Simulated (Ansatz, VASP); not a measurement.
Two plane-wave programs on ZnS

The input INCAR:

```
SYSTEM = ZnS
PREC = Accurate
ENCUT = 520
EDIFF = 1E-6
ISMEAR = 0
SIGMA = 0.05
LREAL = .FALSE.
LASPH = .TRUE.
NELM = 80
ALGO = Normal
ISIF = 2
LWAVE = .FALSE.
LCHARG = .FALSE.
NBANDS = 36
```

Contents of KPOINTS:

```
Automatic mesh
0
G
  8 8 3
  0 0 0
```

The input POSCAR:

```
ZnS
1.0
    2.7046500000     -2.7046500000      0.0000000000
    2.7046500000      0.0000000000     -2.7046500000
    6.2206950000      4.5979050000      5.4093000000
Zn S
3 3
Direct
    0.6291566667      0.6666666667      0.1250333333
   -0.2375100000      0.0000000000      0.7917000000
    0.1958233333      0.3333333333      0.4583666667
    0.4041566667      0.6666666667      0.8750333333
    0.8374900000      1.0000000000      0.5417000000
    0.2708233333      0.3333333333      0.2083666667
```

Input for Ansatz:

```yaml
crystal:
  lattice:
    - [2.70465, -2.70465, 0.0]
    - [2.70465, 0.0, -2.70465]
    - [6.220695, 4.597905, 5.4093]
  atoms:
    - { symbol: Zn, position: [0.6291566667, 0.6666666667, 0.1250333333] }
    - { symbol: Zn, position: [-0.23751, 0.0, 0.7917] }
    - { symbol: Zn, position: [0.1958233333, 0.3333333333, 0.4583666667] }
    - { symbol: S, position: [0.4041566667, 0.6666666667, 0.8750333333] }
    - { symbol: S, position: [0.83749, 1.0, 0.5417] }
    - { symbol: S, position: [0.2708233333, 0.3333333333, 0.2083666667] }
basis:
  ecutwfc: 420
kpoints:
  mp_grid: { grid: [8, 8, 3] }
hamiltonian:
  xc: lda
scf:
  occupations: { method: gaussian, width: 0.05 }
output:
  forces: true
  stress: true
  eigenvalues: true
```

Alike in both runs: task single point; functional LDA; k mesh 8 × 8 × 3; occupations gaussian, width 0.05 eV; no spin polarisation.

|  | VASP | Ansatz |
| --- | --- | --- |
| version | VASP 6.6.1 | Ansatz 0.2.0 |
| potentials or method | VASP PAW LDA potentials, release 64 (Zn, S), cutoff 520 eV | scalar-relativistic, plane waves, PAW |
| valence electrons in the cell | 54 | 54 |

```csv
,VASP,Ansatz,Ansatz less VASP
gap on the k mesh at the Fermi level (eV),1.41,1.38,-0.028
least direct gap on the mesh (eV),1.41,1.38,-0.028
pressure (GPa),-5.1,-5.3,-0.20
"traceless stress, the component that is largest in VASP (GPa)",-2.51,-2.52,-0.007
rms of the force components (eV/Å),0.226,0.226,-0.0002
```

LDA's correlation is that of Perdew and Zunger in VASP and of Perdew and Wang (1992) in Ansatz. Atom by atom the forces differ by 0.003 eV/Å (rms over components).
